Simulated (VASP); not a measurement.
# Au (Fm-3m) in VASP: a series of runs

Au is run at these levels: PBE; tasks: single point, relaxation of cell and atoms.

All numbers are computed with VASP 6.6.1; they aren't measurements. Logs are shortened: lines on timing, memory, paths and dates and some standing lists are left out, and cuts for length are marked.

## 1. The cell of the first run

It takes space group Fm-3m (No. 225, cubic). The conventional cell has a = 4.070 Å, b = 4.070 Å, c = 4.070 Å, α = 90.00°, β = 90.00°, γ = 90.00°. Within 3.8 Å of Au (site symmetry m-3m) lie 12 Au at 2.88 Å.

## 2. Single point, PBE

INCAR

```
PREC = Accurate
ENCUT = 520
EDIFF = 1E-6
ISMEAR = 0
SIGMA = 0.1
LREAL = False
LASPH = True
NELM = 60
ALGO = Normal
ISIF = 2
LWAVE = False
LCHARG = True
GGA = PE
LELF = True
LVHAR = True
NBANDS = 12
```

KPOINTS

```
regular mesh
0
Gamma
  8 8 8
```

POSCAR

```
Au
1.0
    0.0000000000      2.0350000000      2.0350000000
    2.0350000000      0.0000000000      2.0350000000
    2.0350000000      2.0350000000      0.0000000000
Au
1
Direct
    0.0000000000      0.0000000000      0.0000000000
```

Potentials or basis: VASP PAW PBE potentials, release 64 (Au).

Command:

```bash
> cat potpaw_PBE.64/Au/POTCAR > POTCAR
> mpirun -np 1 vasp_std > vasp.out
```

OUTCAR:

```text
PREC = Accurate
   ENCUT = 520
   EDIFF = 1E-6
   ISMEAR = 0
   LREAL = False
   LASPH = True
   NELM = 60
   ISIF = 2
   GGA = PE

 ion  position               nearest neighbor table
   1  0.000  0.000  0.000-

  LATTYP: Found a face centered cubic cell.
 ALAT       =     4.0700000000

  Lattice vectors:

 A1 = (   0.0000000000,   2.0350000000,   2.0350000000)
 A2 = (   2.0350000000,   0.0000000000,   2.0350000000)
 A3 = (   2.0350000000,   2.0350000000,   0.0000000000)

Analysis of symmetry for initial positions (statically):
=====================================================================
 Subroutine PRICEL returns:
 Original cell was already a primitive cell.

 Routine SETGRP: Setting up the symmetry group for a
 face centered cubic supercell.

 Subroutine GETGRP returns: Found 48 space group operations
 (whereof 48 operations were pure point group operations)
 out of a pool of 48 trial point group operations.

The static configuration has the point symmetry O_h .

Analysis of symmetry for dynamics (positions and initial velocities):
=====================================================================
 Subroutine PRICEL returns:
 Original cell was already a primitive cell.

 Routine SETGRP: Setting up the symmetry group for a
 face centered cubic supercell.

 Subroutine GETGRP returns: Found 48 space group operations
 (whereof 48 operations were pure point group operations)
 out of a pool of 48 trial point group operations.

The dynamic configuration has the point symmetry O_h .

 Subroutine INISYM returns: Found 48 space group operations
 (whereof 48 operations are pure point group operations),
 and found     1 'primitive' translations

----------------------------------------------------------------------------------------

                                     Primitive cell

  volume of cell :      16.8548

  direct lattice vectors                    reciprocal lattice vectors
     0.000000000  2.035000000  2.035000000    -0.245700246  0.245700246  0.245700246
     2.035000000  0.000000000  2.035000000     0.245700246 -0.245700246  0.245700246
     2.035000000  2.035000000  0.000000000     0.245700246  0.245700246 -0.245700246

  length of vectors
     2.877924599  2.877924599  2.877924599     0.425565309  0.425565309  0.425565309

  position of ions in fractional coordinates (direct lattice)
     0.000000000  0.000000000  0.000000000

  ion indices of the primitive-cell ions
   primitive index   ion index
                 1           1

----------------------------------------------------------------------------------------

 KPOINTS: regular mesh

Automatic generation of k-mesh.
 Grid dimensions read from file:
 generate k-points for:    8    8    8

 Generating k-lattice:

  Cartesian coordinates                     Fractional coordinates (reciprocal lattice)
    -0.030712531  0.030712531  0.030712531     0.125000000  0.000000000  0.000000000
     0.030712531 -0.030712531  0.030712531     0.000000000  0.125000000  0.000000000
     0.030712531  0.030712531 -0.030712531     0.000000000  0.000000000  0.125000000

  Length of vectors
     0.053195664  0.053195664  0.053195664

  Shift w.r.t. Gamma in fractional coordinates (k-lattice)
     0.000000000  0.000000000  0.000000000

 Subroutine IBZKPT returns following result:
 ===========================================

 Found     29 irreducible k-points:

 Following reciprocal coordinates:
            Coordinates               Weight
  0.000000  0.000000  0.000000      1.000000
  0.125000  0.000000  0.000000      8.000000
  0.250000  0.000000  0.000000      8.000000
  0.375000  0.000000  0.000000      8.000000
  0.500000  0.000000  0.000000      4.000000
  0.125000  0.125000  0.000000      6.000000
[... 16 lines left out ...]
  0.500000  0.250000  0.125000     48.000000
 -0.375000  0.250000  0.125000     24.000000
 [... further k-points ...]
   k-points           NKPTS =     29   k-points in BZ     NKDIM =     29   number of bands    NBANDS=     12
   number of dos      NEDOS =    301   number of ions     NIONS =      1
   total plane-waves  NPLWV =  13824
   dimension x,y,z NGX =    24 NGY =   24 NGZ =   24
   dimension x,y,z NGXF=    48 NGYF=   48 NGZF=   48
   ions per type =               1
   NGX,Y,Z   is equivalent  to a cutoff of  13.86, 13.86, 13.86 a.u.
   NGXF,Y,Z  is equivalent  to a cutoff of  27.73, 27.73, 27.73 a.u.
 SYSTEM =  unknown system
   PREC   = accura    normal or accurate (medium, high low for compatibility)
   ISTART =      0    job   : 0-new  1-cont  2-samecut
   ICHARG =      2    charge: 1-file 2-atom 10-const
   ISPIN  =      1    spin polarized calculation?
   LNONCOLLINEAR =      F non collinear calculations
   LSORBIT =      F    spin-orbit coupling
   LASPH  =      T    aspherical Exc in radial PAW
   ENCUT  =  520.0 eV  38.22 Ry    6.18 a.u.   5.35  5.35  5.35*2*pi/ulx,y,z
   NELM   =     60;   NELMIN=  2; NELMDL= -5     # of ELM steps
   EDIFF  = 0.1E-05   stopping-criterion for ELM
   LREAL  =      F    real-space projection
   EDIFFG = 0.1E-04   stopping-criterion for IOM
   NSW    =      0    number of steps for IOM
   IBRION =     -1    ionic relax: 0-MD 1-quasi-New 2-CG
   NFREE  =      0    steps in history (QN), initial steepest desc. (CG)
   ISIF   =      2    stress and relaxation
   ISYM   =      2    0-nonsym 1-usesym 2-fastsym
   POTIM  = 0.5000    time-step for ionic-motion
   TEBEG  =    0.0;   TEEND  =   0.0 temperature during run
   PSTRESS=    0.0 pullay stress
   NELECT =      11.0000    total number of electrons
   NUPDOWN=      -1.0000    fix difference up-down
   EMIN   =  10.00;   EMAX   =-10.00  energy-range for DOS
   EFERMI =   0.00;   METHOD = LEGACY
   ISMEAR =     0;   SIGMA  =   0.10  broadening in eV -4-tet -1-fermi 0-gaus
   EFERMI_NEDOS =   21; number of points for ismear=-14 and -15
   IALGO  =     38    algorithm
   IMIX   =      4    mixing-type and parameters
     AMIX     =   0.40;   BMIX     =  1.00
     AMIX_MAG =   1.60;   BMIX_MAG =  1.00
  volume/ion in A,a.u.               =      16.85       113.74
  Fermi-wavevector in a.u.,A,eV,Ry     =   1.420032  2.683470 27.436005  2.016489
  Thomas-Fermi vector in A             =   2.540990
   LORBIT       =      0    0 simple, 1 ext, 2 COOP (PROOUT), +10 PAW based schemes
   GGA     = PE    functional components
   LHFCALC =     F    Hartree Fock is set to
   AEXX    =    0.0000 exact exchange contribution
   IVDW    =     0    specifies the selected vdW correction
   LEPSILON=     F    determine dielectric tensor
   LRPA    =     F    only Hartree local field effects (RPA)
 non-spin polarized calculation
 Gauss-broadening in eV      SIGMA  =   0.10
  energy-cutoff  :      520.00
  volume of cell :       16.85
 maximum number of plane-waves:       469
 NGX is ok and might be reduce to    24
   NGX = 11   NGY = 11   NGZ = 11

 number of electron      10.9999999 magnetization

 Free energy of the ion-electron system (eV)
  ---------------------------------------------------
  ext. energy  EPLUGINS =         0.00000000
  ---------------------------------------------------
  free energy    TOTEN  =        -3.14798689 eV

  energy without entropy =       -3.14486027  energy(sigma->0) =       -3.14642358

 E-fermi :   9.6158     XC(G=0): -12.7812

 val. band max:        9.5416450411   @ k =   0.5000   0.2500   0.1250
 cond. band min:       9.8085204815   @ k =   0.5000   0.3750   0.1250
 fundamental gap:      0.2668754404
 Fermi energy:         9.6157752395

 k-point     1 :       0.0000    0.0000    0.0000
  band No.  band energies     occupation
      1      -0.3124      2.00000
      2       4.9158      2.00000
      3       4.9158      2.00000
      4       4.9158      2.00000
      5       6.4619      2.00000
      6       6.4619      2.00000
      7      24.1664      0.00000
      8      28.2313      0.00000
      9      28.2313      0.00000
     10      28.2313      0.00000
     11      33.1683      0.00000
     12      37.9381      0.00000

 k-point     2 :       0.1250    0.0000    0.0000
  band No.  band energies     occupation
      1       0.2244      2.00000
      2       4.7599      2.00000
      3       5.0830      2.00000
      4       5.0830      2.00000
      5       6.4016      2.00000
      6       6.4016      2.00000
      7      24.6511      0.00000
      8      25.6689      0.00000
      9      28.8661      0.00000
     10      28.8661      0.00000
     11      33.2311      0.00000
     12      35.5446      0.00000

 k-point     3 :       0.2500    0.0000    0.0000
  band No.  band energies     occupation
      1       1.5032      2.00000
      2       4.7768      2.00000
      3       5.1995      2.00000
      4       5.1995      2.00000
      5       6.6281      2.00000
      6       6.6281      2.00000
      7      20.9113      0.00000
      8      25.2655      0.00000
      9      29.7516      0.00000
     10      29.7516      0.00000
     11      31.4970      0.00000
     12      32.7757      0.00000
[... 286 lines left out ...]
 k-point    23 :       0.5000    0.2500    0.1250
  band No.  band energies     occupation
      1       3.2811      2.00000
      2       4.4134      2.00000
      3       4.6201      2.00000
      4       5.9713      2.00000
      5       7.1820      2.00000
      6       9.5416      1.70553
      7      16.7312      0.00000
      8      21.6900      0.00000
      9      24.0541      0.00000
     10      28.2570      0.00000
     11      32.2046      0.00000
     12      35.9885      0.00000

 k-point    24 :      -0.3750    0.2500    0.1250
  band No.  band energies     occupation
      1       3.2803      2.00000
      2       4.2287      2.00000
      3       5.3540      2.00000
      4       5.7622      2.00000
      5       7.5437      2.00000
      6      12.3196      0.00000
      7      12.7807      0.00000
      8      21.9395      0.00000
      9      22.8561      0.00000
     10      27.3960      0.00000
     11      33.6478      0.00000
     12      36.6429      0.00000

 [... further k-points ...]
[... 5 lines left out ...]
  --------------------------------------------------------------------------------------
  -------------------------------------------------------------------------------------
  Total        1.2106029      1.2106029      1.2106029     -0.0000000      0.0000000      0.0000000
  in kB      115.0771437    115.0771437    115.0771437     -0.0000000      0.0000000      0.0000000
  external PRESSURE =     115.0771437 kB  Pullay stress =       0.0000000 kB

 VOLUME and BASIS-vectors are now :
 -----------------------------------------------------------------------------
  energy-cutoff  :      520.00
  volume of cell :       16.85
      direct lattice vectors                 reciprocal lattice vectors
     0.000000000  2.035000000  2.035000000    -0.245700246  0.245700246  0.245700246
     2.035000000  0.000000000  2.035000000     0.245700246 -0.245700246  0.245700246
     2.035000000  2.035000000  0.000000000     0.245700246  0.245700246 -0.245700246

 POSITION                                       TOTAL-FORCE (eV/Angst)
 -----------------------------------------------------------------------------------
      0.00000      0.00000      0.00000         0.000000     -0.000000      0.000000
 -----------------------------------------------------------------------------------
    total drift:                                0.000000      0.000000      0.000000

  FREE ENERGIE OF THE ION-ELECTRON SYSTEM (eV)
  ---------------------------------------------------
  free  energy   TOTEN  =        -3.1479868851 eV

  energy  without entropy=       -3.1448602718  energy(sigma->0) =       -3.14642358
```

It took 3.5 s on 1 thread of Intel Xeon Platinum 8559C (Emerald Rapids), shared host; peak memory 0.14 GiB.

Results:

| Quantity | Value |
| --- | --- |
| Free energy | -3.1480 eV |
| Pressure | 11.5 GPa |

Caveat: spin-orbit coupling is left out, which moves the levels of the heavy elements.

## 3. Single point, PBE

This run uses another cell than the first one, of 18.08 Å³/atom, 1.073 times its volume.

INCAR

```
PREC = Accurate
ENCUT = 520
EDIFF = 1E-7
ISMEAR = 0
SIGMA = 0.1
LREAL = F
LASPH = T
NELM = 100
ALGO = Fast
ISIF = 2
LWAVE = F
LCHARG = F
GGA = PE
NBANDS = 12
```

KPOINTS is that of step 2.

POSCAR

```
Au
1.0
    0.0000000000      2.0830626656      2.0830626656
    2.0830626656      0.0000000000      2.0830626656
    2.0830626656      2.0830626656      0.0000000000
Au
1
Direct
    0.0000000000      0.0000000000      0.0000000000
```

Potentials or basis: VASP PAW PBE potentials, release 64 (Au).

Command:

```bash
> cat potpaw_PBE.64/Au/POTCAR > POTCAR
> mpirun -np 1 vasp_std > vasp.out
```

Run time: 4.2 s. Hardware: 1 thread of Intel Xeon Platinum 8559C (Emerald Rapids), shared host; peak memory 0.14 GiB.

Results (log left out):

| Quantity | Value |
| --- | --- |
| Free energy | -3.1881 eV |
| Pressure | -0.3 GPa |

Levels at points of the mesh, in eV from the Fermi level:
```tsv
k point	band 2	band 3	band 4	band 5	band 6	band 7	band 8	band 9	band 10	band 11
(0.00, 0.00, 0.00)	-4.28	-4.28	-4.28	-2.92	-2.92	14.69	18.35	18.35	18.35	23.07
(0.50, 0.00, 0.00)	-4.31	-4.31	-1.83	-1.83	-0.58	2.87	14.13	16.79	16.79	24.15
(0.50, 0.50, 0.00)	-6.15	-1.88	-1.54	-1.54	1.29	5.41	9.94	9.94	16.68	19.13
```

Caveat: spin-orbit coupling is left out, which moves the levels of the heavy elements.

(Part 1 of 3 ends here.)
